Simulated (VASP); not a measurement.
A run of VASP 6.6.1 is set up as follows.

INCAR

```
SYSTEM = Ti
PREC = Accurate
ENCUT = 520
EDIFF = 1E-6
ISMEAR = -1
SIGMA = 0.025
LREAL = .False.
LASPH = .True.
NELM = 60
ALGO = Fast
ISIF = 2
LWAVE = .False.
LCHARG = .False.
GGA = PS
NBANDS = 12
```

File KPOINTS:

```
Automatic mesh
0
Gamma
  11 11 11
  0 0 0
```

The input POSCAR:

```
Ti
1.0
    0.0000000000      2.0300000000      2.0300000000
    2.0300000000      0.0000000000      2.0300000000
    2.0300000000      2.0300000000      0.0000000000
Ti
1
Direct
    0.0000000000      0.0000000000      0.0000000000
```

Potentials or basis: VASP PAW PBE potentials, release 64 (Ti_sv).

Command:

```sh
$ cat potpaw_PBE.64/Ti_sv/POTCAR > POTCAR
$ mpirun -np 1 vasp_std > vasp.out
```

**Question.** Predict the band gap on the k mesh.

**Answer.** Zero (band 6 reaches 9.41 eV, above the bottom of band 7 at 8.22 eV).

**Question.** Predict the pressure.

**Answer.** -1.1 GPa.

Caveat: the PAW data sets were made with another functional, which shifts forces and pressure a little.
